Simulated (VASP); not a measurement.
## Cs: relaxation of cell and atoms with PBE

Cs:

```
Cs
1.0
     4.39897    0.00000    0.00000
    -2.19948    3.80962    0.00000
     0.00000    0.00000    7.21937
Cs
2
Direct
  0.33333 0.66667 0.25000
  0.66667 0.33333 0.75000
```

This isn't the form of Cs at room conditions, which is bcc.

* Program: VASP 6.6.1
* Task: relaxation of cell and atoms
* Functional: PBE
* Potentials or basis: VASP PAW PBE potentials, release 64 (Cs_sv)
* Cutoff: 600 eV
* k mesh: 10 × 10 × 6
* Occupations: fermi-dirac, width 0.08 eV
* Spin: no spin polarisation
* Target pressure: 3.3 GPa
* Dipole correction: no
* Further INCAR settings: ALGO = Normal; EDIFF = 1e-06; IBRION = 2; EDIFFG = -0.005; NSW = 32; ISIF = 3

The pressure after relaxing is 3.3 GPa and the band gap on the k mesh is zero (bands 9 and 10 overlap by 1.57 eV).

Final structure:
```
CELL_PARAMETERS angstrom
4.39897 0.00000 0.00000
-2.19948 3.80962 0.00000
0.00000 0.00000 7.21937
ATOMIC_POSITIONS crystal
Cs 0.33333 0.66667 0.25000
Cs 0.66667 0.33333 0.75000
```

Levels at points of the mesh, in eV from the Fermi level:
```csv
k point,band 5,band 6,band 7,band 8,band 9,band 10,band 11,band 12,band 13
"(0.00, 0.00, 0.00)",-10.27,-10.16,-10.16,-10.16,-2.16,-0.35,2.09,2.65,2.65
"(0.50, 0.00, 0.00)",-10.68,-10.49,-10.38,-10.28,0.01,0.03,0.24,1.63,2.31
"(0.00, 0.00, 0.50)",-10.22,-10.22,-10.22,-10.22,-1.05,-1.05,1.81,1.81,2.66
"(0.50, 0.00, 0.50)",-10.40,-10.40,-10.39,-10.39,-0.29,-0.29,1.15,1.15,2.59
```

Run time: 52 s on 1 thread of Intel(R) Xeon(R) Platinum 8259CL CPU @ 2.50GHz (Skylake/Cascade Lake), with other jobs on the host, peak memory 0.3 GiB.

Caveat: the cell is relaxed towards a set pressure, so the run minimises the enthalpy, not the energy; spin-orbit coupling is left out, which moves the levels of the heavy elements.
